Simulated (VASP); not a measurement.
Input of a VASP 6.6.1 run:

Contents of INCAR:

```
SYSTEM = Be
PREC = Accurate
ENCUT = 520
EDIFF = 1E-6
ISMEAR = 0
SIGMA = 0.15
LREAL = .False.
LASPH = .True.
NELM = 80
ALGO = Normal
ISIF = 2
LWAVE = .False.
LCHARG = .False.
GGA = PS
NBANDS = 7
```

File KPOINTS:

```
regular mesh
0
Gamma
  26 26 26
  0 0 0
```

POSCAR

```
Be
1.0
   -1.2155273228      1.2155273228      1.2907145798
    1.2155273228     -1.2155273228      1.2907145798
    1.2155273228      1.2155273228     -1.2907145798
Be
1
Direct
    0.0000000000      0.0000000000      0.0000000000
```

Potentials or basis: VASP PAW PBE potentials, release 64 (Be).

Command:

```sh
$ cat potpaw_PBE.64/Be/POTCAR > POTCAR
$ mpirun -np 1 vasp_std > vasp.out
```

Q: Predict the band gap on the k mesh.

A: Zero (bands 1 and 2 overlap by 3.93 eV).

Q: What does it give for the pressure?

A: 2.5 GPa.

Stress tensor (GPa, compression positive):
```
3.23 0.00 0.00
0.00 3.23 0.00
0.00 0.00 1.06
```

Caveat: the cell differs from its parent crystal (strain -0.030 along x and y, +0.030 along z); the PAW data sets were made with another functional, which shifts forces and pressure a little.
